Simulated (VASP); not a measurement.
# Y (P6_3/mmc) in VASP: a series of runs

The runs below take Y through single point, relaxation of cell and atoms, with PBEsol.

Everything below comes from runs of VASP 6.6.1. Logs are shortened: lines on timing, memory, paths and dates and some standing lists are left out, and cuts for length are marked.

### 1 The cell of the first run

It takes space group P6_3/mmc (No. 194, hexagonal). The conventional cell has a = 3.612 Å, b = 3.612 Å, c = 5.577 Å, α = 90.00°, β = 90.00°, γ = 120.00°. Within 4.6 Å of Y (site symmetry -6m2) lie 12 Y at 3.48 to 3.61 Å.

### 2 Single point, PBEsol

Input file INCAR:

```
SYSTEM = Y
ALGO = Normal
EDIFF = 1E-6
ENCUT = 520
GGA = PS
ISIF = 2
ISMEAR = -1
LASPH = .TRUE.
LCHARG = .FALSE.
LREAL = .FALSE.
LWAVE = .FALSE.
NBANDS = 18
NELM = 100
PREC = Accurate
SIGMA = 0.02
```

Input file KPOINTS:

```
k-points
0
G
  7 7 4
  0 0 0
```

Input file POSCAR:

```
Y
1.0
    3.6116011654      0.0000000000      0.0000000000
   -1.8058005827      3.1277383576      0.0000000000
    0.0000000000      0.0000000000      5.5767279734
Y
2
Direct
    0.3333333333      0.6666666667      0.2500000000
    0.6666666667      0.3333333333      0.7500000000
```

Potentials or basis: VASP PAW PBE potentials, release 64 (Y_sv).

Run with:

```sh
cat potpaw_PBE.64/Y_sv/POTCAR > POTCAR
mpirun -np 1 vasp_std > vasp.out
```

OUTCAR:

```text
SYSTEM = Y
   EDIFF = 1E-6
   ENCUT = 520
   GGA = PS
   ISIF = 2
   ISMEAR = -1
   LASPH = .TRUE.
   LREAL = .FALSE.
   NELM = 100
   PREC = Accurate

 ion  position               nearest neighbor table
   1  0.333  0.667  0.250-   2 3.48   2 3.48   2 3.48   2 3.48   2 3.48   2 3.48
   2  0.667  0.333  0.750-   1 3.48   1 3.48   1 3.48   1 3.48   1 3.48   1 3.48

  LATTYP: Found a hexagonal cell.
 ALAT       =     3.6116011654
 C/A-ratio  =     1.5441151218

  Lattice vectors:

 A1 = (   3.6116011654,   0.0000000000,   0.0000000000)
 A2 = (  -1.8058005827,   3.1277383576,   0.0000000000)
 A3 = (   0.0000000000,   0.0000000000,   5.5767279734)

Analysis of symmetry for initial positions (statically):
=====================================================================
 Subroutine PRICEL returns:
 Original cell was already a primitive cell.

 Routine SETGRP: Setting up the symmetry group for a
 hexagonal supercell.

 Subroutine GETGRP returns: Found 24 space group operations
 (whereof 12 operations were pure point group operations)
 out of a pool of 24 trial point group operations.

The static configuration has the point symmetry D_3d.
 The point group associated with its full space group is D_6h.

Analysis of symmetry for dynamics (positions and initial velocities):
=====================================================================
 Subroutine PRICEL returns:
 Original cell was already a primitive cell.

 Routine SETGRP: Setting up the symmetry group for a
 hexagonal supercell.

 Subroutine GETGRP returns: Found 24 space group operations
 (whereof 12 operations were pure point group operations)
 out of a pool of 24 trial point group operations.

The dynamic configuration has the point symmetry D_3d.
 The point group associated with its full space group is D_6h.

 Subroutine INISYM returns: Found 24 space group operations
 (whereof 12 operations are pure point group operations),
 and found     1 'primitive' translations

----------------------------------------------------------------------------------------

                                     Primitive cell

  volume of cell :      62.9955

  direct lattice vectors                    reciprocal lattice vectors
     3.611601165  0.000000000  0.000000000     0.276885502  0.159859919  0.000000000
    -1.805800583  3.127738358  0.000000000     0.000000000  0.319719838  0.000000000
     0.000000000  0.000000000  5.576727973     0.000000000  0.000000000  0.179316618

  length of vectors
     3.611601165  3.611601165  5.576727973     0.319719838  0.319719838  0.179316618

  position of ions in fractional coordinates (direct lattice)
     0.333333333  0.666666667  0.250000000
     0.666666667  0.333333333  0.750000000

  ion indices of the primitive-cell ions
   primitive index   ion index
                 1           1
                 2           2

----------------------------------------------------------------------------------------

 KPOINTS: k-points

Automatic generation of k-mesh.
 Grid dimensions read from file:
 generate k-points for:    7    7    4

 Generating k-lattice:

  Cartesian coordinates                     Fractional coordinates (reciprocal lattice)
     0.039555072  0.022837131  0.000000000     0.142857143 -0.000000000  0.000000000
     0.000000000  0.045674263  0.000000000     0.000000000  0.142857143  0.000000000
     0.000000000  0.000000000  0.044829155     0.000000000  0.000000000  0.250000000

  Length of vectors
     0.045674263  0.045674263  0.044829155

  Shift w.r.t. Gamma in fractional coordinates (k-lattice)
     0.000000000  0.000000000  0.000000000

 Subroutine IBZKPT returns following result:
 ===========================================

 Found     24 irreducible k-points:

 Following reciprocal coordinates:
            Coordinates               Weight
  0.000000  0.000000  0.000000      1.000000
  0.142857 -0.000000  0.000000      6.000000
  0.285714  0.000000  0.000000      6.000000
  0.428571 -0.000000  0.000000      6.000000
  0.142857  0.142857  0.000000      6.000000
  0.285714  0.142857  0.000000     12.000000
[... 16 lines left out ...]
  0.428571  0.142857  0.500000      6.000000
  0.285714  0.285714  0.500000      6.000000
   k-points           NKPTS =     24   k-points in BZ     NKDIM =     24   number of bands    NBANDS=     18
   number of dos      NEDOS =    301   number of ions     NIONS =      2
   total plane-waves  NPLWV =  32928
   dimension x,y,z NGX =    28 NGY =   28 NGZ =   42
   dimension x,y,z NGXF=    56 NGYF=   56 NGZF=   84
   ions per type =               2
   NGX,Y,Z   is equivalent  to a cutoff of  12.89, 12.89, 12.52 a.u.
   NGXF,Y,Z  is equivalent  to a cutoff of  25.78, 25.78, 25.04 a.u.
 SYSTEM =  Y
   PREC   = accura    normal or accurate (medium, high low for compatibility)
   ISTART =      0    job   : 0-new  1-cont  2-samecut
   ICHARG =      2    charge: 1-file 2-atom 10-const
   ISPIN  =      1    spin polarized calculation?
   LNONCOLLINEAR =      F non collinear calculations
   LSORBIT =      F    spin-orbit coupling
   LASPH  =      T    aspherical Exc in radial PAW
   ENCUT  =  520.0 eV  38.22 Ry    6.18 a.u.   6.72  6.72 10.37*2*pi/ulx,y,z
   NELM   =    100;   NELMIN=  2; NELMDL= -5     # of ELM steps
   EDIFF  = 0.1E-05   stopping-criterion for ELM
   LREAL  =      F    real-space projection
   EDIFFG = 0.1E-04   stopping-criterion for IOM
   NSW    =      0    number of steps for IOM
   IBRION =     -1    ionic relax: 0-MD 1-quasi-New 2-CG
   NFREE  =      0    steps in history (QN), initial steepest desc. (CG)
   ISIF   =      2    stress and relaxation
   ISYM   =      2    0-nonsym 1-usesym 2-fastsym
   POTIM  = 0.5000    time-step for ionic-motion
   TEBEG  =    0.0;   TEEND  =   0.0 temperature during run
   PSTRESS=    0.0 pullay stress
   NELECT =      22.0000    total number of electrons
   NUPDOWN=      -1.0000    fix difference up-down
   EMIN   =  10.00;   EMAX   =-10.00  energy-range for DOS
   EFERMI =   0.00;   METHOD = LEGACY
   ISMEAR =    -1;   SIGMA  =   0.02  broadening in eV -4-tet -1-fermi 0-gaus
   EFERMI_NEDOS =   21; number of points for ismear=-14 and -15
   IALGO  =     38    algorithm
   IMIX   =      4    mixing-type and parameters
     AMIX     =   0.40;   BMIX     =  1.00
     AMIX_MAG =   1.60;   BMIX_MAG =  1.00
  volume/ion in A,a.u.               =      31.50       212.56
  Fermi-wavevector in a.u.,A,eV,Ry     =   1.152867  2.178603 18.083532  1.329102
  Thomas-Fermi vector in A             =   2.289515
   LORBIT       =      0    0 simple, 1 ext, 2 COOP (PROOUT), +10 PAW based schemes
   GGA     = PS    functional components
   LHFCALC =     F    Hartree Fock is set to
   AEXX    =    0.0000 exact exchange contribution
   IVDW    =     0    specifies the selected vdW correction
   LEPSILON=     F    determine dielectric tensor
   LRPA    =     F    only Hartree local field effects (RPA)
 non-spin polarized calculation
  energy-cutoff  :      520.00
  volume of cell :       63.00
 maximum number of plane-waves:      1712
 NGX is ok and might be reduce to    28
   NGX = 13   NGY = 13   NGZ = 21

 number of electron      22.0000002 magnetization

 Free energy of the ion-electron system (eV)
  ---------------------------------------------------
  ext. energy  EPLUGINS =         0.00000000
  ---------------------------------------------------
  free energy    TOTEN  =       -13.64620565 eV

  energy without entropy =      -13.64061110  energy(sigma->0) =      -13.64340837

 E-fermi :   3.1179     XC(G=0):  -9.6996

 val. band max:        3.1175498435   @ k =   0.2857   0.2857   0.5000
 cond. band min:       3.1256461824   @ k =   0.1429   0.1429   0.0000
 fundamental gap:      0.0080963389
 Fermi energy:         3.1178762430

 k-point     1 :       0.0000    0.0000    0.0000
  band No.  band energies     occupation
      1     -39.4213      2.00000
      2     -39.3271      2.00000
      3     -19.7779      2.00000
      4     -19.2365      2.00000
      5     -19.2365      2.00000
      6     -19.1253      2.00000
[... 10 lines left out ...]
     17       5.8615      0.00000
     18       5.8615      0.00000

 k-point     2 :       0.1429   -0.0000    0.0000
  band No.  band energies     occupation
      1     -39.4097      2.00000
      2     -39.3237      2.00000
      3     -19.7367      2.00000
      4     -19.3145      2.00000
      5     -19.2636      2.00000
      6     -19.2069      2.00000
[... 10 lines left out ...]
     17       5.8449      0.00000
     18       5.8815      0.00000

 k-point     3 :       0.2857    0.0000    0.0000
  band No.  band energies     occupation
      1     -39.3817      2.00000
      2     -39.3181      2.00000
      3     -19.6291      2.00000
      4     -19.4911      2.00000
      5     -19.3793      2.00000
      6     -19.3202      2.00000
[... 10 lines left out ...]
     17       6.7646      0.00000
     18       6.9347      0.00000

 k-point     4 :       0.4286   -0.0000    0.0000
  band No.  band energies     occupation
      1     -39.3548      2.00000
      2     -39.3180      2.00000
      3     -19.6330      2.00000
      4     -19.5084      2.00000
      5     -19.5084      2.00000
      6     -19.3631      2.00000
[... 375 lines left out ...]
      4     -19.6409      2.00000
      5     -19.3296      2.00000
      6     -19.3296      2.00000
[... 10 lines left out ...]
     17       7.9553      0.00000
     18       7.9553      0.00000

 k-point    23 :       0.4286    0.1429    0.5000
  band No.  band energies     occupation
      1     -39.3326      2.00000
      2     -39.3326      2.00000
      3     -19.6889      2.00000
      4     -19.6889      2.00000
      5     -19.3586      2.00000
      6     -19.3586      2.00000
[... 10 lines left out ...]
     17       8.1156      0.00000
     18       8.1156      0.00000

 k-point    24 :       0.2857    0.2857    0.5000
  band No.  band energies     occupation
      1     -39.3309      2.00000
      2     -39.3309      2.00000
      3     -19.6479      2.00000
      4     -19.6479      2.00000
      5     -19.4352      2.00000
      6     -19.4352      2.00000
[... 10 lines left out ...]
     17       7.9402      0.00000
     18       7.9402      0.00000

------------------------ aborting loop because EDIFF is reached ----------------------------------------

  FORCE on cell =-STRESS in cart. coord.  units (eV):
  Direction    XX          YY          ZZ          XY          YZ          ZX
  --------------------------------------------------------------------------------------
  -------------------------------------------------------------------------------------
  Total       -0.0487067     -0.0487067     -0.0571185      0.0000000      0.0000000      0.0000000
  in kB       -1.2387681     -1.2387681     -1.4527069      0.0000000      0.0000000      0.0000000
  external PRESSURE =      -1.3100811 kB  Pullay stress =       0.0000000 kB

 VOLUME and BASIS-vectors are now :
 -----------------------------------------------------------------------------
  energy-cutoff  :      520.00
  volume of cell :       63.00
      direct lattice vectors                 reciprocal lattice vectors
     3.611601165  0.000000000  0.000000000     0.276885502  0.159859919  0.000000000
    -1.805800583  3.127738358  0.000000000     0.000000000  0.319719838  0.000000000
     0.000000000  0.000000000  5.576727973     0.000000000  0.000000000  0.179316618

 POSITION                                       TOTAL-FORCE (eV/Angst)
 -----------------------------------------------------------------------------------
     -0.00000      2.08516      1.39418         0.000000      0.000000      0.000000
      1.80580      1.04258      4.18255        -0.000000     -0.000000      0.000000
 -----------------------------------------------------------------------------------
    total drift:                               -0.000000      0.000000     -0.000000

  FREE ENERGIE OF THE ION-ELECTRON SYSTEM (eV)
  ---------------------------------------------------
  free  energy   TOTEN  =       -13.6462056499 eV

  energy  without entropy=      -13.6406110972  energy(sigma->0) =      -13.64340837
```

Run time: 46 s. Hardware: 1 thread of Oxide Virtual Turin-like, shared host; peak memory 0.16 GiB.

What came out:

| Property | Result |
| --- | --- |
| Free energy | -13.6462 eV |
| Pressure | -0.1 GPa |
| Band gap on the k mesh | zero (bands 11 and 12 overlap by 1.63 eV) |

Caveat: the PAW data sets were made with another functional, which shifts forces and pressure a little.

### 3 Relaxation of cell and atoms, PBEsol

This run uses another cell than the first one, of 33.01 Å³/atom.

Input file INCAR:

```
SYSTEM = Y
PREC = Accurate
ENCUT = 600
EDIFF = 1E-6
ISMEAR = -1
SIGMA = 0.02
LREAL = .FALSE.
LASPH = .TRUE.
NELM = 100
ALGO = Normal
ISIF = 3
LWAVE = .FALSE.
LCHARG = .FALSE.
GGA = PS
IBRION = 2
NSW = 80
EDIFFG = -0.02
```

Input file KPOINTS:

```
regular mesh
0
G
  7 7 4
  0 0 0
```

Input file POSCAR:

```
Y
1.0
    3.6474000000      0.0000000000      0.0000000000
   -1.8237000000      3.1587410000      0.0000000000
    0.0000000000      0.0000000000      5.7306000000
Y
2
Direct
    0.3333333333      0.6666666667      0.2500000000
    0.6666666667      0.3333333333      0.7500000000
```

Potentials or basis: VASP PAW PBE potentials, release 64 (Y_sv).

Run with:

```sh
cat potpaw_PBE.64/Y_sv/POTCAR > POTCAR
mpirun -np 1 vasp_std > vasp.out
```

Run time: 3.7 min. Hardware: 1 thread of Oxide Virtual Turin-like, shared host; peak memory 0.2 GiB.

Results (log left out):

| Property | Result |
| --- | --- |
| Free energy | -13.6467 eV |
| Relaxed volume | 31.44 Å³/atom |
| Relaxed cell | a = 3.610 Å, b = 3.610 Å, c = 5.570 Å, α = 90.00°, β = 90.00°, γ = 120.00° |
| Space group after relaxing (to 0.1 Å) | P6_3/mmc (No. 194) |
| Energy gained by relaxing | 11.6 meV/atom |
| Ionic steps | 6 |
| Pressure after relaxing | -0.1 GPa |
| Band gap on the k mesh | zero (bands 11 and 12 overlap by 1.64 eV) |

Step by step:
| step | energy change (eV) | largest force (eV/Å) | pressure (GPa) | volume (Å³) |
| --- | --- | --- | --- | --- |
| 1 | 0.0000 | 0.0000 | -2.05 | 66.02 |
| 2 | -0.0216 | 0.0000 | 0.52 | 62.06 |
| 3 | -0.0226 | 0.0000 | 0.05 | 62.73 |
| 4 | -0.0226 | 0.0000 | -0.02 | 62.79 |
| 5 | -0.0230 | 0.0000 | -0.02 | 62.82 |
| 6 | -0.0232 | 0.0000 | -0.06 | 62.88 |

Final structure:
```cif
data_structure
_symmetry_space_group_name_H-M 'P 1'
_symmetry_Int_Tables_number 1
_cell_length_a 3.6103
_cell_length_b 3.6103
_cell_length_c 5.5703
_cell_angle_alpha 90.000
_cell_angle_beta 90.000
_cell_angle_gamma 120.000
_cell_volume 62.88
loop_
_atom_site_label
_atom_site_type_symbol
_atom_site_fract_x
_atom_site_fract_y
_atom_site_fract_z
_atom_site_occupancy
Y1 Y 0.33333 0.66667 0.25000 1
Y2 Y 0.66667 0.33333 0.75000 1
```

Levels at points of the mesh, in eV from the Fermi level:
```
           k point  band 7  band 8  band 9  band 10  band 11  band 12  band 13  band 14
(0.00, 0.00, 0.00)  -22.24  -22.18   -4.80    -1.95     1.13     1.71     1.71     2.18
(0.00, 0.00, 0.50)  -22.29  -22.29   -3.27    -3.27     1.00     1.00     1.60     1.60
```

Caveat: the PAW data sets were made with another functional, which shifts forces and pressure a little.
